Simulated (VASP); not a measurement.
SmBiH3:

```xyz
5
Lattice="4.1316 0.0000 0.0000 0.0000 4.1316 0.0000 0.0000 0.0000 4.1316" Properties=species:S:1:pos:R:3 pbc="T T T"
Sm    2.0658    2.0658    2.0658
Bi    0.0000    0.0000    0.0000
H     2.0658    0.0000    0.0000
H     0.0000    2.0658    0.0000
H     0.0000    0.0000    2.0658
```

The cell was generated, and may not be a known phase.

* Program: VASP 6.6.1
* Task: relaxation of cell and atoms
* Functional: PBE
* Potentials or basis: VASP PAW PBE potentials, release 64 (Sm_3, Bi_d, H), 4f in core
* Cutoff: 500 eV
* k mesh: 4 × 4 × 4
* Occupations: gaussian, width 0.1 eV
* Spin: no spin polarisation

At the start: pressure 8.0 GPa; volume 14.11 Å³/atom.

How do energy, volume and symmetry change on relaxing?

Over 3 steps the energy falls by 39.8 meV/atom and the volume is 15.89 Å³/atom (+12.6 %); space group Pm-3m (No. 221, to 0.1 Å) before and after.

Step by step:
```
step  energy change (eV)  largest force (eV/Å)  pressure (GPa)  volume (Å³)
   1              0.0000                0.0000            7.96        70.53
   2             -0.1945                0.0000            1.00        77.93
   3             -0.1988                0.0000           -0.08        79.45
```

Final structure:
```
CELL_PARAMETERS angstrom
4.29891 0.00000 0.00000
0.00000 4.29891 0.00000
0.00000 0.00000 4.29891
ATOMIC_POSITIONS crystal
Sm 0.50000 0.50000 0.50000
Bi 0.00000 0.00000 0.00000
H 0.50000 0.00000 0.00000
H 0.00000 0.50000 0.00000
H 0.00000 0.00000 0.50000
```

Caveat: the k points lie up to 0.37 Å⁻¹ apart in the final cell, too coarse for converged energies and pressures of a metal.
